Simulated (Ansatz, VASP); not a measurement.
# As in VASP and in Ansatz

```
As
1.0
     1.86437   -5.42191    0.00000
     1.86437    5.42191    0.00000
     0.00000    0.00000    4.28821
As
4
Direct
  0.11282 0.88718 0.05485
  0.61282 0.38718 0.44515
  0.88718 0.11282 0.94515
  0.38718 0.61282 0.55485
```

Alike in both runs: task electric field gradients; functional PBE; dispersion D3(BJ); k mesh 12 × 12 × 10; occupations fermi-dirac, width 0.15 eV; no spin polarisation.

```csv
,VASP,Ansatz
version,VASP 6.6.1,Ansatz 0.2.0
potentials or method,"VASP PAW PBE potentials, release 64 (As), cutoff 520 eV","scalar-relativistic, plane waves, PAW"
valence electrons in the cell,20,60
```

```tsv
	VASP	Ansatz	Ansatz less VASP
gap on the k mesh at the Fermi level (eV)	none	none	-
pressure (GPa)	0.3	0.0	-0.31
rms of the force components (eV/Å)	0.035	0.000	-0.0344
size of Vzz on the site where it differs most (V/Å²)	86.7	91.8	+5.07
```

Atom by atom the forces differ by 0.035 eV/Å (rms over components). A gap of «none» marks a metal or a gap that the smearing closes. VASP's potentials hold 20 valence electrons a cell and Ansatz's 60, so a difference there can come from the potentials and not from the codes.
